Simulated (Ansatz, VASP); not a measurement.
**Two plane-wave programs on PbSe**

File INCAR:

```
PREC     = Accurate       # precision mode
ENCUT    = 520            # plane-wave cutoff, eV
EDIFF    = 1E-7           # SCF threshold, eV
ISMEAR   = 1              # smearing method
SIGMA    = 0.05           # smearing width, eV
LREAL    = F              # projectors in reciprocal space
LASPH    = T              # aspherical terms in the spheres
NELM     = 60             # most SCF steps
ALGO     = Normal         # electronic algorithm
ISIF     = 2              # what is computed and relaxed
LWAVE    = F              # write WAVECAR
LCHARG   = F              # write CHGCAR
NBANDS   = 28             # bands
```

Contents of KPOINTS:

```
Automatic mesh
0
Gamma
  6 6 6
```

POSCAR

```
PbSe
1.0
    0.0000000000     12.0007990000      3.1254420000
    3.1181510000      0.0000000000      3.1254420000
    3.1181510000     12.0007990000      0.0000000000
Pb Se
2 2
Direct
    0.1907300005      0.8052670009      0.1947329991
    0.8052670009      0.1907300005      0.8092699995
    0.6744229995      0.2955809999      0.7044190001
    0.2955809999      0.6744229995      0.3255770005
```

Input for Ansatz:

```yaml
crystal:
  lattice:
    - [0.0, 12.000799, 3.125442]
    - [3.118151, 0.0, 3.125442]
    - [3.118151, 12.000799, 0.0]
  atoms:
    - { symbol: Pb, position: [0.19073000048636748, 0.8052670008977567, 0.19473299910224323] }
    - { symbol: Pb, position: [0.8052670008977567, 0.19073000048636754, 0.8092699995136324] }
    - { symbol: Se, position: [0.674422999518923, 0.2955809999153969, 0.7044190000846031] }
    - { symbol: Se, position: [0.29558099991539677, 0.6744229995189231, 0.32557700048107685] }
basis:
  ecutwfc: 517.016338673772
kpoints:
  mp_grid:
    grid: [6, 6, 6]
  band_path:
    path:
      - [0.0, 0.0, 0.0]
      - [0.5, 0.0, 0.5]
      - [0.5, 0.48196, 0.98196]
    npoints: 6
hamiltonian:
  xc: lda
  pseudopotentials:
    kind: paw
scf:
  n_extra_bands: 6
  occupations:
    method: cold
    width: 0.05
output:
  bader: true
```

Alike in both runs: task single point; functional LDA; k mesh 6 × 6 × 6; no spin polarisation.

|  | VASP | Ansatz |
| --- | --- | --- |
| version | VASP 6.6.1 | Ansatz 0.2.0 |
| potentials or method | VASP PAW LDA potentials, release 64 (Pb_d, Se), cutoff 520 eV | plane waves, PAW |
| occupations | methfessel-paxton of order 1, width 0.05 eV | cold, width 0.05 eV |
| valence electrons in the cell | 40 | 60 |

```csv
,VASP,Ansatz,Ansatz less VASP
gap on the k mesh at the Fermi level (eV),1.59,1.59,+0.006
```

LDA's correlation is that of Perdew and Zunger in VASP and of Perdew and Wang (1992) in Ansatz. VASP's potentials hold 40 valence electrons a cell and Ansatz's 60, so a difference there can come from the potentials and not from the codes.

Neither program's run includes spin-orbit coupling.
